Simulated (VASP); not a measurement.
# SiRu2 (I4/mcm) in VASP: single point with r2SCAN

Aim: the single point of SiRu2 with r2SCAN.

Program: VASP 6.6.1. These are calculated values, not measurements. Logs are shortened: lines on timing, memory, paths and dates and some standing lists are left out, and cuts for length are marked.

## 1. The cell of the first run

It takes space group I4/mcm (No. 140, tetragonal). The conventional cell has a = 5.688 Å, b = 5.688 Å, c = 4.843 Å, α = 90.00°, β = 90.00°, γ = 90.00°. Within 3.2 Å of Ru (site symmetry m2m) lie 4 Si at 2.46 Å and 11 Ru at 2.54 to 3.03 Å. Within 3.2 Å of Si (site symmetry 422) lie 2 Si at 2.42 Å and 8 Ru at 2.46 Å.

## 2. Single point, r2SCAN

POSCAR

```
SiRu2
1.0
   -2.8442072951      2.8442072951      2.4217347282
    2.8442072951     -2.8442072951      2.4217347282
    2.8442072951      2.8442072951     -2.4217347282
Ru Si
4 2
Direct
    0.8420328299      0.6579671701      0.5000000000
    0.3420328299      0.8420328299      0.1840656597
    0.1579671701      0.3420328299      0.5000000000
    0.6579671701      0.1579671701      0.8159343403
    0.7500000000      0.7500000000      0.0000000000
    0.2500000000      0.2500000000      0.0000000000
```

INCAR.step1

```
  ALGO = Normal
  EDIFF = 1E-4
  ENCUT = 520
  GGA = PE
  ISMEAR = 0
  LASPH = True
  LCHARG = False
  LREAL = False
  LWAVE = True
  NBANDS = 41
  NELM = 80
  PREC = Accurate
  SIGMA = 0.1
```

INCAR.step2

```
  ALGO = Normal
  EDIFF = 1E-7
  ENCUT = 520
  ISIF = 2
  ISMEAR = 0
  ISTART = 1
  LASPH = True
  LCHARG = False
  LMIXTAU = True
  LREAL = False
  LWAVE = False
  METAGGA = R2SCAN
  NBANDS = 41
  NELM = 80
  PREC = Accurate
  SIGMA = 0.1
```

KPOINTS

```
k-points
0
Gamma
  6 6 6
```

Potentials or basis: VASP PAW PBE potentials, release 64 (Ru_pv, Si).

Started as:

```console
cat potpaw_PBE.64/Ru_pv/POTCAR potpaw_PBE.64/Si/POTCAR > POTCAR
cp INCAR.step1 INCAR
mpirun -np 1 vasp_std > vasp.out
cp INCAR.step2 INCAR
mpirun -np 1 vasp_std > vasp.out
```

OUTCAR:

```text
EDIFF = 1E-7
   ENCUT = 520
   ISIF = 2
   ISMEAR = 0
   ISTART = 1
   LASPH = True
   LREAL = False
   METAGGA = R2SCAN
   NELM = 80
   PREC = Accurate

 ion  position               nearest neighbor table
   1  0.842  0.658  0.500-   6 2.46   5 2.46   5 2.46   6 2.46   3 2.54   3 2.84   3 2.84   4 3.02
                             2 3.02   4 3.02   2 3.02   4 3.03   2 3.03   2 3.03   4 3.03
   2  0.342  0.842  0.184-   5 2.46   6 2.46   6 2.46   5 2.46   4 2.54   4 2.84   4 2.84   1 3.02
                             3 3.02   3 3.02   1 3.02   1 3.03   3 3.03   1 3.03   3 3.03
   3  0.158  0.342  0.500-   5 2.46   6 2.46   6 2.46   5 2.46   1 2.54   1 2.84   1 2.84   4 3.02
                             2 3.02   4 3.02   2 3.02   4 3.03   2 3.03   4 3.03   2 3.03
   4  0.658  0.158  0.816-   5 2.46   6 2.46   6 2.46   5 2.46   2 2.54   2 2.84   2 2.84   1 3.02
                             3 3.02   3 3.02   1 3.02   1 3.03   3 3.03   1 3.03   3 3.03
   5  0.750  0.750  0.000-   6 2.42   6 2.42   2 2.46   4 2.46   4 2.46   2 2.46   1 2.46   1 2.46
                             3 2.46   3 2.46
   6  0.250  0.250  0.000-   5 2.42   5 2.42   2 2.46   4 2.46   4 2.46   2 2.46   3 2.46   1 2.46
                             1 2.46   3 2.46

  LATTYP: Found a body centered tetragonal cell.
 ALAT       =     5.6884145902
 C/A-ratio  =     0.8514621042

  Lattice vectors:

 A1 = (  -2.8442072951,   2.8442072951,   2.4217347282)
 A2 = (   2.8442072951,  -2.8442072951,   2.4217347282)
 A3 = (   2.8442072951,   2.8442072951,  -2.4217347282)

Analysis of symmetry for initial positions (statically):
=====================================================================
 Subroutine PRICEL returns:
 Original cell was already a primitive cell.

 Routine SETGRP: Setting up the symmetry group for a
 body centered tetragonal supercell.

 Subroutine GETGRP returns: Found 16 space group operations
 (whereof  8 operations were pure point group operations)
 out of a pool of 16 trial point group operations.

The static configuration has the point symmetry C_4h.
 The point group associated with its full space group is D_4h.

Analysis of symmetry for dynamics (positions and initial velocities):
=====================================================================
 Subroutine PRICEL returns:
 Original cell was already a primitive cell.

 Routine SETGRP: Setting up the symmetry group for a
 body centered tetragonal supercell.

 Subroutine GETGRP returns: Found 16 space group operations
 (whereof  8 operations were pure point group operations)
 out of a pool of 16 trial point group operations.

The dynamic configuration has the point symmetry C_4h.
 The point group associated with its full space group is D_4h.

 Subroutine INISYM returns: Found 16 space group operations
 (whereof  8 operations are pure point group operations),
 and found     1 'primitive' translations

----------------------------------------------------------------------------------------

                                     Primitive cell

  volume of cell :      78.3626

  direct lattice vectors                    reciprocal lattice vectors
    -2.844207295  2.844207295  2.421734728     0.000000000  0.175795907  0.206463571
     2.844207295 -2.844207295  2.421734728     0.175795907  0.000000000  0.206463571
     2.844207295  2.844207295 -2.421734728     0.175795907  0.175795907  0.000000000

  length of vectors
     4.695085661  4.695085661  4.695085661     0.271166751  0.271166751  0.248612955

  position of ions in fractional coordinates (direct lattice)
     0.842032830  0.657967170  0.500000000
     0.342032830  0.842032830  0.184065660
     0.157967170  0.342032830  0.500000000
     0.657967170  0.157967170  0.815934340
     0.750000000  0.750000000  0.000000000
     0.250000000  0.250000000  0.000000000

  ion indices of the primitive-cell ions
   primitive index   ion index
                 1           1
                 2           2
                 3           3
                 4           4
                 5           5
                 6           6

----------------------------------------------------------------------------------------

 KPOINTS: k-points

Automatic generation of k-mesh.
 Grid dimensions read from file:
 generate k-points for:    6    6    6

 Generating k-lattice:

  Cartesian coordinates                     Fractional coordinates (reciprocal lattice)
     0.000000000  0.029299318  0.034410595     0.166666667  0.000000000  0.000000000
     0.029299318  0.000000000  0.034410595     0.000000000  0.166666667  0.000000000
     0.029299318  0.029299318  0.000000000     0.000000000  0.000000000  0.166666667

  Length of vectors
     0.045194459  0.045194459  0.041435493

  Shift w.r.t. Gamma in fractional coordinates (k-lattice)
     0.000000000  0.000000000  0.000000000

 Subroutine IBZKPT returns following result:
 ===========================================

 Found     30 irreducible k-points:

 Following reciprocal coordinates:
            Coordinates               Weight
  0.000000  0.000000  0.000000      1.000000
  0.166667  0.000000  0.000000      8.000000
  0.333333  0.000000  0.000000      8.000000
  0.500000  0.000000  0.000000      4.000000
  0.166667  0.166667  0.000000      8.000000
  0.333333  0.166667  0.000000     16.000000
[... 16 lines left out ...]
 -0.333333 -0.333333  0.166667      8.000000
 -0.166667 -0.333333  0.166667      8.000000
 [... further k-points ...]
   k-points           NKPTS =     30   k-points in BZ     NKDIM =     30   number of bands    NBANDS=     41
   number of dos      NEDOS =    301   number of ions     NIONS =      6
   total plane-waves  NPLWV =  46656
   dimension x,y,z NGX =    36 NGY =   36 NGZ =   36
   dimension x,y,z NGXF=    72 NGYF=   72 NGZF=   72
   ions per type =               4   2
   NGX,Y,Z   is equivalent  to a cutoff of  12.75, 12.75, 12.75 a.u.
   NGXF,Y,Z  is equivalent  to a cutoff of  25.49, 25.49, 25.49 a.u.
 SYSTEM =  unknown system
   PREC   = accura    normal or accurate (medium, high low for compatibility)
   ISTART =      1    job   : 0-new  1-cont  2-samecut
   ICHARG =      0    charge: 1-file 2-atom 10-const
   ISPIN  =      1    spin polarized calculation?
   LNONCOLLINEAR =      F non collinear calculations
   LSORBIT =      F    spin-orbit coupling
   LASPH  =      T    aspherical Exc in radial PAW
   ENCUT  =  520.0 eV  38.22 Ry    6.18 a.u.   8.73  8.73  8.73*2*pi/ulx,y,z
   NELM   =     80;   NELMIN=  2; NELMDL=  0     # of ELM steps
   EDIFF  = 0.1E-06   stopping-criterion for ELM
   LREAL  =      F    real-space projection
   EDIFFG = 0.1E-05   stopping-criterion for IOM
   NSW    =      0    number of steps for IOM
   IBRION =     -1    ionic relax: 0-MD 1-quasi-New 2-CG
   NFREE  =      0    steps in history (QN), initial steepest desc. (CG)
   ISIF   =      2    stress and relaxation
   ISYM   =      2    0-nonsym 1-usesym 2-fastsym
   POTIM  = 0.5000    time-step for ionic-motion
   TEBEG  =    0.0;   TEEND  =   0.0 temperature during run
   PSTRESS=    0.0 pullay stress
   NELECT =      64.0000    total number of electrons
   NUPDOWN=      -1.0000    fix difference up-down
   EMIN   =  10.00;   EMAX   =-10.00  energy-range for DOS
   EFERMI =   0.00;   METHOD = LEGACY
   ISMEAR =     0;   SIGMA  =   0.10  broadening in eV -4-tet -1-fermi 0-gaus
   EFERMI_NEDOS =   21; number of points for ismear=-14 and -15
   IALGO  =     38    algorithm
   IMIX   =      4    mixing-type and parameters
     AMIX     =   0.40;   BMIX     =  1.00
     AMIX_MAG =   1.60;   BMIX_MAG =  1.00
  volume/ion in A,a.u.               =      13.06        88.14
  Fermi-wavevector in a.u.,A,eV,Ry     =   1.530260  2.891772 31.860691  2.341695
  Thomas-Fermi vector in A             =   2.637767
   LORBIT       =      0    0 simple, 1 ext, 2 COOP (PROOUT), +10 PAW based schemes
   METAGGA = R2SCAN    functional components
   LHFCALC =     F    Hartree Fock is set to
   AEXX    =    0.0000 exact exchange contribution
   IVDW    =     0    specifies the selected vdW correction
   LEPSILON=     F    determine dielectric tensor
   LRPA    =     F    only Hartree local field effects (RPA)
 non-spin polarized calculation
 Gauss-broadening in eV      SIGMA  =   0.10
  energy-cutoff  :      520.00
  volume of cell :       78.36
 maximum number of plane-waves:      2124
   NGX = 17   NGY = 17   NGZ = 17

 number of electron      63.9999996 magnetization

 Free energy of the ion-electron system (eV)
  ---------------------------------------------------
  ext. energy  EPLUGINS =         0.00000000
  ---------------------------------------------------
  free energy    TOTEN  =      -121.01599673 eV

  energy without entropy =     -120.97986737  energy(sigma->0) =     -120.99793205

 E-fermi :  12.4607     XC(G=0): -14.5170

 val. band max:       12.4565510507   @ k =  -0.3333   0.3333   0.1667
 cond. band min:      12.4755426938   @ k =  -0.3333   0.5000   0.1667
 fundamental gap:      0.0189916431
 Fermi energy:        12.4606657309

 k-point     1 :       0.0000    0.0000    0.0000
  band No.  band energies     occupation
      1     -32.0529      2.00000
      2     -31.9830      2.00000
      3     -31.7784      2.00000
      4     -31.7784      2.00000
      5     -31.6753      2.00000
      6     -31.6715      2.00000
[... 33 lines left out ...]
     40      17.0329      0.00000
     41      17.1738      0.00000

 k-point     2 :       0.1667    0.0000    0.0000
  band No.  band energies     occupation
      1     -32.0583      2.00000
      2     -31.9861      2.00000
      3     -31.8022      2.00000
      4     -31.7752      2.00000
      5     -31.6550      2.00000
      6     -31.6410      2.00000
[... 957 lines left out ...]
     40      18.6015      0.00000
     41      19.1691      0.00000

 k-point    24 :      -0.1667   -0.3333    0.1667
  band No.  band energies     occupation
      1     -32.1004      2.00000
      2     -31.9403      2.00000
      3     -31.7558      2.00000
      4     -31.7450      2.00000
      5     -31.7146      2.00000
      6     -31.6346      2.00000
[... 33 lines left out ...]
     40      18.1527      0.00000
     41      18.5161      0.00000

 [... further k-points ...]

------------------------ aborting loop because EDIFF is reached ----------------------------------------

  FORCE on cell =-STRESS in cart. coord.  units (eV):
  Direction    XX          YY          ZZ          XY          YZ          ZX
  --------------------------------------------------------------------------------------
  -------------------------------------------------------------------------------------
  Total        0.3731046      0.3731046      0.3811463      0.0000000      0.0000000      0.0000000
  in kB        7.6283771      7.6283771      7.7927955      0.0000000      0.0000000      0.0000000
  external PRESSURE =       7.6831832 kB  Pullay stress =       0.0000000 kB

 VOLUME and BASIS-vectors are now :
 -----------------------------------------------------------------------------
  energy-cutoff  :      520.00
  volume of cell :       78.36
      direct lattice vectors                 reciprocal lattice vectors
    -2.844207295  2.844207295  2.421734728     0.000000000  0.175795907  0.206463571
     2.844207295 -2.844207295  2.421734728     0.175795907  0.000000000  0.206463571
     2.844207295  2.844207295 -2.421734728     0.175795907  0.175795907  0.000000000

 POSITION                                       TOTAL-FORCE (eV/Angst)
 -----------------------------------------------------------------------------------
      0.89858      1.94562      2.42173         0.015867     -0.015867      0.000000
      1.94562     -0.89858      2.42173        -0.015867     -0.015867      0.000000
      1.94562      0.89858      0.00000        -0.015867      0.015867      0.000000
      0.89858      3.74279     -0.00000         0.015867      0.015867     -0.000000
      0.00000      0.00000      3.63260        -0.000000     -0.000000      0.000000
      0.00000      0.00000      1.21087        -0.000000     -0.000000      0.000000
 -----------------------------------------------------------------------------------
    total drift:                                0.000000      0.000000     -0.000000

  FREE ENERGIE OF THE ION-ELECTRON SYSTEM (eV)
  ---------------------------------------------------
  free  energy   TOTEN  =      -121.0159967302 eV

  energy  without entropy=     -120.9798673725  energy(sigma->0) =     -120.99793205
```

It took 15 min on 1 thread of AMD EPYC, shared host; peak memory 0.22 GiB.

Results:

| Property | Result |
| --- | --- |
| Free energy | -121.0160 eV |
| Pressure | 0.8 GPa |
| Largest force | 0.022 eV/Å |
| Band gap on the k mesh | zero (bands 32 and 33 overlap by 0.84 eV) |

Forces on the atoms (eV/Å):
```
Ru   0.016 -0.016  0.000
Ru  -0.016 -0.016  0.000
Ru  -0.016  0.016  0.000
Ru   0.016  0.016  0.000
Si   0.000  0.000  0.000
Si   0.000  0.000  0.000
```

Caveat: the PAW data sets were made with another functional, which shifts forces and pressure a little.
